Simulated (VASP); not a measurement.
# Cs4I (Pm-3m) in VASP: a series of runs

The runs below take Cs4I through single point, with PBE.

Everything below comes from runs of VASP 6.6.1. Logs are shortened: lines on timing, memory, paths and dates and some standing lists are left out, and cuts for length are marked.

## (1) The cell of the first run

The structure is cubic, space group Pm-3m (No. 221). Conventional cell: a = 7.834 Å, b = 7.834 Å, c = 7.834 Å, α = 90.00°, β = 90.00°, γ = 90.00°. Within 5.1 Å of Cs (site symmetry 4/mmm) lie 2 I at 3.92 Å. I (site symmetry m-3m) has 6 Cs at 3.92 Å within 5.1 Å.

The cell was built from a structure type or drawn by symmetry, and may not be a known phase.

## (2) Single point, PBE

File INCAR:

```
PREC     = Accurate       # precision mode
ENCUT    = 520            # plane-wave cutoff, eV
EDIFF    = 1E-6           # SCF threshold, eV
ISMEAR   = 0              # smearing method
SIGMA    = 0.1            # smearing width, eV
LREAL    = F              # projectors in reciprocal space
LASPH    = T              # aspherical terms in the spheres
NELM     = 80             # most SCF steps
ALGO     = Normal         # electronic algorithm
ISIF     = 2              # what is computed and relaxed
LWAVE    = F              # write WAVECAR
LCHARG   = T              # write CHGCAR
GGA      = PE             # functional
LELF     = T              # ELF
LVHAR    = T            
NBANDS   = 30             # bands
```

File KPOINTS:

```
Automatic mesh
0
Gamma
  2 2 2
```

File POSCAR:

```
Cs4I
1.0
    7.8339818000      0.0000000000      0.0000000000
    0.0000000000      7.8339818000      0.0000000000
    0.0000000000      0.0000000000      7.8339818000
Cs I
4 1
Direct
    0.5000000000      0.5000000000      0.5000000000
    0.5000000000      0.0000000000      0.0000000000
    0.0000000000      0.5000000000      0.0000000000
    0.0000000000      0.0000000000      0.5000000000
    0.0000000000      0.0000000000      0.0000000000
```

Potentials or basis: VASP PAW PBE potentials, release 64 (Cs_sv, I).

On the command line:

```console
> cat potpaw_PBE.64/Cs_sv/POTCAR potpaw_PBE.64/I/POTCAR > POTCAR
> mpirun -np 1 vasp_std > vasp.out
```

OUTCAR:

```text
PREC = Accurate
   ENCUT = 520
   EDIFF = 1E-6
   ISMEAR = 0
   LREAL = F
   LASPH = T
   NELM = 80
   ISIF = 2
   GGA = PE

 ion  position               nearest neighbor table
   1  0.500  0.500  0.500-
   2  0.500  0.000  0.000-
   3  0.000  0.500  0.000-
   4  0.000  0.000  0.500-
   5  0.000  0.000  0.000-

  LATTYP: Found a simple cubic cell.
 ALAT       =     7.8339818000

  Lattice vectors:

 A1 = (   7.8339818000,   0.0000000000,   0.0000000000)
 A2 = (   0.0000000000,   7.8339818000,   0.0000000000)
 A3 = (   0.0000000000,   0.0000000000,   7.8339818000)

Analysis of symmetry for initial positions (statically):
=====================================================================
 Subroutine PRICEL returns:
 Original cell was already a primitive cell.

 Routine SETGRP: Setting up the symmetry group for a
 simple cubic supercell.

 Subroutine GETGRP returns: Found 48 space group operations
 (whereof 48 operations were pure point group operations)
 out of a pool of 48 trial point group operations.

The static configuration has the point symmetry O_h .

Analysis of symmetry for dynamics (positions and initial velocities):
=====================================================================
 Subroutine PRICEL returns:
 Original cell was already a primitive cell.

 Routine SETGRP: Setting up the symmetry group for a
 simple cubic supercell.

 Subroutine GETGRP returns: Found 48 space group operations
 (whereof 48 operations were pure point group operations)
 out of a pool of 48 trial point group operations.

The dynamic configuration has the point symmetry O_h .

 Subroutine INISYM returns: Found 48 space group operations
 (whereof 48 operations are pure point group operations),
 and found     1 'primitive' translations

----------------------------------------------------------------------------------------

                                     Primitive cell

  volume of cell :     480.7814

[... 66 lines left out ...]
   ICHARG =      2    charge: 1-file 2-atom 10-const
   ISPIN  =      1    spin polarized calculation?
   LNONCOLLINEAR =      F non collinear calculations
   LSORBIT =      F    spin-orbit coupling
   LASPH  =      T    aspherical Exc in radial PAW
   ENCUT  =  520.0 eV  38.22 Ry    6.18 a.u.  14.57 14.57 14.57*2*pi/ulx,y,z
   NELM   =     80;   NELMIN=  2; NELMDL= -5     # of ELM steps
   EDIFF  = 0.1E-05   stopping-criterion for ELM
   LREAL  =      F    real-space projection
   EDIFFG = 0.1E-04   stopping-criterion for IOM
   NSW    =      0    number of steps for IOM
   IBRION =     -1    ionic relax: 0-MD 1-quasi-New 2-CG
   NFREE  =      0    steps in history (QN), initial steepest desc. (CG)
   ISIF   =      2    stress and relaxation
   ISYM   =      2    0-nonsym 1-usesym 2-fastsym
   POTIM  = 0.5000    time-step for ionic-motion
   TEBEG  =    0.0;   TEEND  =   0.0 temperature during run
   PSTRESS=    0.0 pullay stress
   NELECT =      43.0000    total number of electrons
   NUPDOWN=      -1.0000    fix difference up-down
   EMIN   =  10.00;   EMAX   =-10.00  energy-range for DOS
   EFERMI =   0.00;   METHOD = LEGACY
   ISMEAR =     0;   SIGMA  =   0.10  broadening in eV -4-tet -1-fermi 0-gaus
   EFERMI_NEDOS =   21; number of points for ismear=-14 and -15
   IALGO  =     38    algorithm
   IMIX   =      4    mixing-type and parameters
     AMIX     =   0.40;   BMIX     =  1.00
     AMIX_MAG =   1.60;   BMIX_MAG =  1.00
  volume/ion in A,a.u.               =      96.16       648.89
  Fermi-wavevector in a.u.,A,eV,Ry     =   0.732119  1.383505  7.292701  0.535998
  Thomas-Fermi vector in A             =   1.824504
   LORBIT       =      0    0 simple, 1 ext, 2 COOP (PROOUT), +10 PAW based schemes
   GGA     = PE    functional components
   LHFCALC =     F    Hartree Fock is set to
   AEXX    =    0.0000 exact exchange contribution
   IVDW    =     0    specifies the selected vdW correction
   LEPSILON=     F    determine dielectric tensor
   LRPA    =     F    only Hartree local field effects (RPA)
 non-spin polarized calculation
 Gauss-broadening in eV      SIGMA  =   0.10
  energy-cutoff  :      520.00
  volume of cell :      480.78
 maximum number of plane-waves:     13037
 NGX is ok and might be reduce to    60

 number of electron      42.9999988 magnetization

 Free energy of the ion-electron system (eV)
  ---------------------------------------------------
  ext. energy  EPLUGINS =         0.00000000
  ---------------------------------------------------
  free energy    TOTEN  =        -7.76512299 eV

  energy without entropy =       -7.73366105  energy(sigma->0) =       -7.74939202

 E-fermi :   1.0827     XC(G=0):  -5.6517

 val. band max:        0.9928074037   @ k =   0.5000   0.5000   0.5000
 cond. band min:       1.1465690577   @ k =   0.5000   0.5000   0.0000
 fundamental gap:      0.1537616541
 Fermi energy:         1.0826932235

 k-point     1 :       0.0000    0.0000    0.0000
  band No.  band energies     occupation
      1     -22.8902      2.00000
      2     -22.8845      2.00000
      3     -22.8845      2.00000
      4     -22.6710      2.00000
      5     -12.8481      2.00000
      6      -9.7622      2.00000
[... 121 lines left out ...]
     29       3.2828      0.00000
     30       3.3107      0.00000

------------------------ aborting loop because EDIFF is reached ----------------------------------------

  FORCE on cell =-STRESS in cart. coord.  units (eV):
  Direction    XX          YY          ZZ          XY          YZ          ZX
  --------------------------------------------------------------------------------------
  -------------------------------------------------------------------------------------
  Total        0.1032279      0.1032279      0.1032279      0.0000000      0.0000000     -0.0000000
  in kB        0.3440013      0.3440013      0.3440013      0.0000000      0.0000000     -0.0000000
  external PRESSURE =       0.3440013 kB  Pullay stress =       0.0000000 kB

 VOLUME and BASIS-vectors are now :
 -----------------------------------------------------------------------------
  energy-cutoff  :      520.00
  volume of cell :      480.78
      direct lattice vectors                 reciprocal lattice vectors
     7.833981800  0.000000000  0.000000000     0.127649007  0.000000000  0.000000000
     0.000000000  7.833981800  0.000000000     0.000000000  0.127649007  0.000000000
     0.000000000  0.000000000  7.833981800     0.000000000  0.000000000  0.127649007

 POSITION                                       TOTAL-FORCE (eV/Angst)
 -----------------------------------------------------------------------------------
      3.91699      3.91699      3.91699         0.000000      0.000000      0.000000
      3.91699      0.00000      0.00000         0.000000      0.000000      0.000000
      0.00000      3.91699      0.00000         0.000000      0.000000      0.000000
      0.00000      0.00000      3.91699         0.000000      0.000000      0.000000
      0.00000      0.00000      0.00000         0.000000      0.000000      0.000000
 -----------------------------------------------------------------------------------
    total drift:                                0.000000     -0.000000     -0.000000

  FREE ENERGIE OF THE ION-ELECTRON SYSTEM (eV)
  ---------------------------------------------------
  free  energy   TOTEN  =        -7.7651229889 eV

  energy  without entropy=       -7.7336610502  energy(sigma->0) =       -7.74939202
```

Run time: 49 s. Hardware: 1 thread of Intel Xeon 6975P-C (Granite Rapids), shared host; peak memory 0.48 GiB.

Results:

* Free energy: -7.7651 eV
* Pressure: 0.0 GPa
* Band gap on the k mesh: zero (an odd number of electrons rules out a gap without spin polarisation)

Levels at points of the mesh, in eV from the Fermi level:
```csv
k point,band 17,band 18,band 19,band 20,band 21,band 22,band 23,band 24,band 25,band 26
"(0.00, 0.00, 0.00)",-10.56,-3.91,-3.91,-3.91,-1.48,0.21,0.21,0.87,0.87,0.87
"(0.50, 0.00, 0.00)",-10.56,-4.24,-3.93,-3.93,-0.76,-0.55,0.69,1.02,1.02,1.24
"(0.50, 0.50, 0.00)",-10.56,-4.26,-4.26,-3.95,-0.28,0.06,0.06,0.32,1.17,1.17
"(0.50, 0.50, 0.50)",-10.56,-4.27,-4.27,-4.27,-0.09,0.46,0.46,0.46,0.62,0.62
```

Caveat: the k points lie up to 0.40 Å⁻¹ apart, too coarse for converged energies and pressures of a metal; spin-orbit coupling is left out, which moves the levels of the heavy elements; an odd number of electrons without spin polarisation forces a metal; a magnetic or distorted state may lie lower.

## (3) Single point, PBE

File INCAR:

```
SYSTEM = Cs4I
  PREC = Accurate
  ENCUT = 520
  EDIFF = 1E-6
  ISMEAR = 0
  SIGMA = 0.1
  LREAL = .False.
  LASPH = .True.
  NELM = 100
  ALGO = Normal
  ISIF = 2
  LWAVE = .False.
  LCHARG = .True.
  GGA = PE
  LELF = .True.
  LVHAR = .True.
  NBANDS = 30
```

File KPOINTS:

```
Automatic mesh
0
Gamma
  6 6 6
  0 0 0
```

POSCAR is that of step 2.

Potentials or basis: VASP PAW PBE potentials, release 64 (Cs_sv, I).

On the command line:

```console
> cat potpaw_PBE.64/Cs_sv/POTCAR potpaw_PBE.64/I/POTCAR > POTCAR
> mpirun -np 1 vasp_std > vasp.out
```

It took 2.8 min on 1 thread of Intel Xeon 6975P-C (Granite Rapids), shared host; peak memory 0.61 GiB.

It converged, with:

| Property | Result |
| --- | --- |
| Free energy | -7.8286 eV |
| Pressure | 0.0 GPa |
| Band gap on the k mesh | zero (an odd number of electrons rules out a gap without spin polarisation) |

Levels at points of the mesh, in eV from the Fermi level:
```tsv
k point	band 19	band 20	band 21	band 22	band 23	band 24
(0.00, 0.00, 0.00)	-3.86	-3.86	-1.48	0.20	0.20	0.88
(0.50, 0.00, 0.00)	-3.88	-3.88	-0.77	-0.55	0.67	1.03
(0.50, 0.50, 0.00)	-4.20	-3.90	-0.29	0.06	0.06	0.32
(0.50, 0.50, 0.50)	-4.22	-4.22	-0.10	0.46	0.46	0.46
```

Caveat: spin-orbit coupling is left out, which moves the levels of the heavy elements; an odd number of electrons without spin polarisation forces a metal; a magnetic or distorted state may lie lower.

## (4) Single point, PBE

This run uses another cell than the first one: it holds 10 atoms, not 5.

File INCAR:

```
SYSTEM = Cs4I
ALGO = Normal ; EDIFF = 1E-7
ENCUT = 520 ; GGA = PE
ISIF = 2 ; ISMEAR = 0
LASPH = .True. ; LCHARG = .True.
LELF = .True. ; LREAL = .False.
LVHAR = .True. ; LWAVE = .False.
NBANDS = 54 ; NELM = 60
PREC = Accurate ; SIGMA = 0.2
```

File KPOINTS:

```
k-points
0
Gamma
  4 4 2
  0 0 0
```

File POSCAR:

```
Cs4I
1.0
    0.0000000000      7.8339818000      0.0000000000
    0.0000000000      0.0000000000      7.8339818000
   15.6679636000      0.0000000000      0.0000000000
Cs I
8 2
Direct
    0.5000000000      0.5000000000      0.2500000000
    0.5000000000      0.5000000000      0.7500000000
    0.0000000000      0.0000000000      0.2500000000
    0.0000000000      0.0000000000      0.7500000000
    0.5000000000      0.0000000000      0.0000000000
    0.5000000000      0.0000000000      0.5000000000
    0.0000000000      0.5000000000      0.0000000000
    0.0000000000      0.5000000000      0.5000000000
    0.0000000000      0.0000000000      0.0000000000
    0.0000000000      0.0000000000      0.5000000000
```

On the command line:

```console
> cat potpaw_PBE.64/Cs_sv/POTCAR potpaw_PBE.64/I/POTCAR > POTCAR
> mpirun -np 1 vasp_std > vasp.out
```

Wall time 9.6 min (1 thread of Intel Xeon 6975P-C (Granite Rapids), shared host); peak memory 1.1 GiB.

It converged, with:

* Free energy: -15.7393 eV
* Pressure: 0.0 GPa
* Band gap on the k mesh: zero (bands 43 and 44 overlap by 0.65 eV)

Levels at points of the mesh, in eV from the Fermi level:
| k point | band 39 | band 40 | band 41 | band 42 | band 43 | band 44 | band 45 | band 46 | band 47 | band 48 |
| --- | --- | --- | --- | --- | --- | --- | --- | --- | --- | --- |
| (0.00, 0.00, 0.00) | -3.85 | -3.85 | -1.47 | -0.76 | -0.54 | 0.21 | 0.21 | 0.68 | 0.89 | 0.89 |
| (0.50, 0.00, 0.00) | -3.87 | -3.87 | -0.76 | -0.54 | -0.28 | 0.07 | 0.07 | 0.33 | 0.68 | 1.04 |
| (0.50, 0.50, 0.00) | -4.20 | -3.89 | -0.28 | -0.09 | 0.07 | 0.07 | 0.33 | 0.47 | 0.47 | 0.47 |
| (0.00, 0.00, 0.50) | -3.86 | -3.86 | -1.25 | -1.25 | 0.02 | 0.02 | 0.39 | 0.39 | 0.96 | 0.96 |
| (0.50, 0.00, 0.50) | -3.88 | -3.88 | -0.60 | -0.60 | -0.33 | -0.33 | 0.48 | 0.48 | 0.90 | 0.90 |
| (0.50, 0.50, 0.50) | -4.06 | -4.06 | -0.20 | -0.20 | 0.20 | 0.20 | 0.20 | 0.20 | 0.42 | 0.42 |

Caveat: spin-orbit coupling is left out, which moves the levels of the heavy elements.

## (5) Overview

```csv
cell,k mesh,smearing,gap on the mesh (eV),pressure (GPa)
"a = 7.834 Å, 5 atoms, atomic positions A",2 × 2 × 2,gaussian 0.1 eV,none,0.0
"a = 7.834 Å, 5 atoms, atomic positions A",6 × 6 × 6,gaussian 0.1 eV,none,0.0
"a = 7.834, b = 7.834, c = 15.668 Å, 10 atoms, atomic positions B",4 × 4 × 2,gaussian 0.2 eV,none,0.0
```

Alike in all rows: task single point; level PBE; potentials or basis VASP PAW PBE potentials, release 64 (Cs_sv, I); no spin polarisation; cutoff (eV) 520.

Caveats: some runs use coarse meshes; spin-orbit coupling is left out, which moves the levels of the heavy elements; an odd number of electrons without spin polarisation forces a metal (at least some runs); a magnetic or distorted state may lie lower (at least some runs).

Total energies depend on the potentials used, so only differences within one code and one set of settings carry meaning.
